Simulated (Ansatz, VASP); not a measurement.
## Two plane-wave programs on SnO2

INCAR

```
SYSTEM = SnO2
PREC = Accurate ; ENCUT = 520
EDIFF = 1E-6 ; ISMEAR = 0
SIGMA = 0.05 ; LREAL = .False.
LASPH = .True. ; NELM = 80
ALGO = Normal ; ISIF = 2
LWAVE = .False. ; LCHARG = .True.
GGA = CA ; LELF = .True.
LVHAR = .True. ; NBANDS = 35
```

File KPOINTS:

```
regular mesh
0
Gamma
  6 6 8
  0 0 0
```

The input POSCAR:

```
SnO2
1.0
    4.7201335122      0.0000000000      0.0000000000
    0.0000000000      4.7206343096      0.0000000000
    0.0000000000      0.0000000000      3.1888226875
Sn O
2 4
Direct
    0.4978314689      0.4974954351      0.5000000000
    0.0021729791     -0.0025084053      0.0000000000
    0.2845310885      0.3289095025      0.0000000000
    0.8005608284      0.1896882127      0.5000000000
    0.2154524094      0.8288952982      0.5000000000
    0.6994226696      0.6897024171      0.0000000000
```

Input for Ansatz:

```yaml
crystal:
  lattice:
    - [4.7201335122, 0.0, 0.0]
    - [0.0, 4.7206343096, 0.0]
    - [0.0, 0.0, 3.1888226875]
  atoms:
    - { symbol: Sn, position: [0.4978314689, 0.4974954351, 0.5] }
    - { symbol: Sn, position: [0.0021729791, -0.0025084053, 0.0] }
    - { symbol: O, position: [0.2845310885, 0.3289095025, 0.0] }
    - { symbol: O, position: [0.8005608284, 0.1896882127, 0.5] }
    - { symbol: O, position: [0.2154524094, 0.8288952982, 0.5] }
    - { symbol: O, position: [0.6994226696, 0.6897024171, 0.0] }
basis:
  ecutwfc: 520.0
kpoints:
  mp_grid: { grid: [6, 6, 8] }
hamiltonian:
  xc: lda
  pseudopotentials: { kind: paw, azcp: { folder: soft_1 } }
scf:
  occupations: { method: gaussian, width: 0.05 }
output:
  forces: true
  stress: true
  eigenvalues: true
```

Change from the starting cell: mode 4 frozen in at -0.090 Å and mode 7 at -0.058 Å (largest displacements).

Alike in both runs: task single point; functional LDA; k mesh 6 × 6 × 8; occupations gaussian, width 0.05 eV; no spin polarisation.

|  | VASP | Ansatz |
| --- | --- | --- |
| version | VASP 6.6.1 | Ansatz 0.2.0 |
| potentials or method | VASP PAW LDA potentials, release 64 (Sn_d, O), cutoff 520 eV | scalar-relativistic, plane waves, PAW |
| valence electrons in the cell | 52 | 52 |

VASP gave:

* gap on the k mesh at the Fermi level (eV): 1.26
* least direct gap on the mesh (eV): 1.26
* pressure (GPa): 0.8
* traceless stress, the component that is largest in VASP (GPa): -0.61
* rms of the force components (eV/Å): 0.128

Question: What did Ansatz give for the same quantities?

Answer: gap on the k mesh at the Fermi level (eV): 1.24; least direct gap on the mesh (eV): 1.24; pressure (GPa): -0.5; traceless stress, the component that is largest in VASP (GPa): -0.44; rms of the force components (eV/Å): 0.128.

Ansatz warns that its potentials were made for another functional, while VASP's fit it. LDA's correlation is that of Perdew and Zunger in VASP and of Perdew and Wang (1992) in Ansatz. Atom by atom the forces differ by 0.014 eV/Å (rms over components). Ansatz's warnings: structure snapped to symmetry.
